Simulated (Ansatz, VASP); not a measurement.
# Two plane-wave programs on AlFe

```xyz
2
Lattice="2.8746 0.0000 0.0000 0.0000 2.8746 0.0000 0.0000 0.0000 2.8746" Properties=species:S:1:pos:R:3 pbc="T T T"
Al    0.0000    0.0000    0.0000
Fe    1.4373    1.4373    1.4373
```

Alike in both runs: functional PBE; k mesh 20 × 20 × 20; occupations gaussian, width 0.1 eV; collinear spin.

Ansatz relaxed the structure, and its values are those at the end. VASP's run is a single point on that final structure, the one shown.

|  | VASP | Ansatz |
| --- | --- | --- |
| version | VASP 6.6.1 | Ansatz 0.2.0 |
| potentials or method | VASP PAW PBE potentials, release 64 (Al, Fe), cutoff 520 eV | scalar-relativistic, plane waves, PAW |
| valence electrons in the cell | 11 | 19 |

```csv
,VASP,Ansatz,Ansatz less VASP
gap on the k mesh at the Fermi level (eV),none,none,-
pressure (GPa),0.0,0.0,+0.01
net moment per atom (μB),0.35,0.35,+0.002
```

A gap of «none» marks a metal or a gap that the smearing closes. With one functional, cell and mesh, what is left measures potentials, basis and numerics. VASP's potentials hold 11 valence electrons a cell and Ansatz's 19, so a difference there can come from the potentials and not from the codes.
